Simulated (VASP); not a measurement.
Set up this calculation in VASP 6.6.1, as the native input.

| Item | Value |
| --- | --- |
| Task | single point |
| Functional | r2SCAN |
| Potentials or basis | VASP PAW PBE potentials, release 64 (Cs_sv, H) |
| Cutoff | 520 eV |
| k mesh | 16 × 16 × 16 |
| Occupations | gaussian, width 0.1 eV |
| Spin | no spin polarisation |
| Dipole correction | no |
| Further INCAR settings | ALGO = Normal; EDIFF = 1e-06; NBANDS = 12 |

CsH:

```
Cs H
1.0
     0.00000    2.21393    2.21393
     2.21393    0.00000    2.21393
     2.21393    2.21393    0.00000
Cs H
1 1
Direct
  0.00000 0.00000 0.00000
  0.50000 0.50000 0.50000
```

One way to write it, as run:

POSCAR

```
CsH
1.0
    0.0000000000      2.2139342774      2.2139342774
    2.2139342774      0.0000000000      2.2139342774
    2.2139342774      2.2139342774      0.0000000000
Cs H
1 1
Direct
    0.0000000000      0.0000000000      0.0000000000
    0.5000000000      0.5000000000      0.5000000000
```

INCAR.step1

```
PREC = Accurate ; ENCUT = 520
ISMEAR = 0 ; SIGMA = 0.1
LREAL = False ; LASPH = True
NELM = 80 ; NBANDS = 12
GGA = PE ; ALGO = Normal
EDIFF = 1E-4 ; LWAVE = True
LCHARG = False
```

INCAR.step2

```
PREC = Accurate ; ENCUT = 520
EDIFF = 1E-6 ; ISMEAR = 0
SIGMA = 0.1 ; LREAL = False
LASPH = True ; NELM = 80
ALGO = Normal ; ISIF = 2
LWAVE = False ; LCHARG = False
METAGGA = R2SCAN ; LMIXTAU = True
NBANDS = 12 ; ISTART = 1
```

KPOINTS

```
Automatic mesh
0
Gamma
  16 16 16
```

Potentials or basis: VASP PAW PBE potentials, release 64 (Cs_sv, H).

Command:

```bash
$ cat potpaw_PBE.64/Cs_sv/POTCAR potpaw_PBE.64/H/POTCAR > POTCAR
$ cp INCAR.step1 INCAR
$ mpirun -np 1 vasp_std > vasp.out
$ cp INCAR.step2 INCAR
$ mpirun -np 1 vasp_std > vasp.out
```

It gave:

```yaml
Pressure: 97.6 GPa
Band_gap_on_the_k_mesh: zero (bands 5 and 6 overlap by 1.34 eV)
```

Caveat: the cell stands under pressure; the PAW data sets were made with another functional, which shifts forces and pressure a little; spin-orbit coupling is left out, which moves the levels of the heavy elements.

Wall time 100 s on 1 thread of Intel(R) Xeon(R) Platinum 8375C CPU @ 2.90GHz (Ice Lake), with other jobs on the host, peak memory 0.17 GiB.
